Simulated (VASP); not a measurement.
# ZnSe: single point with PBE

The system is ZnSe.

```
CELL_PARAMETERS angstrom
0.00000 2.65876 2.65876
2.65876 0.00000 2.65876
2.65876 2.65876 0.00000
ATOMIC_POSITIONS crystal
Zn 0.00000 0.00000 0.00000
Se 0.50000 0.50000 0.50000
```

| Property | Result |
| --- | --- |
| Program | VASP 6.6.1 |
| Task | single point |
| Functional | PBE |
| Potentials or basis | VASP PAW PBE potentials, release 64 (Zn, Se) |
| Cutoff | 520 eV |
| k mesh | 6 × 6 × 6, shifted |
| Occupations | fermi-dirac, width 0.02 eV |
| Spin | no spin polarisation |
| Dipole correction | no |
| Further INCAR settings | ALGO = Normal; EDIFF = 1e-07; NBANDS = 16; ISYM = 0 |

```yaml
Pressure: 2.3 GPa
Band_gap_on_the_k_mesh: zero (band 9 reaches 3.36 eV, above the bottom of band 10 at 2.96 eV)
```

Levels at points of the mesh, in eV from the Fermi level:
```
           k point  band 5  band 6  band 7  band 8  band 9  band 10  band 11  band 12  band 13  band 14
(0.00, 0.00, 0.08)   -6.58   -6.58   -1.39   -0.44   -0.44     1.75     8.01     8.53     8.53     9.41
```

Run time: 8.3 min on 1 thread of AMD EPYC 7R13 (shared host), peak memory 0.35 GiB.
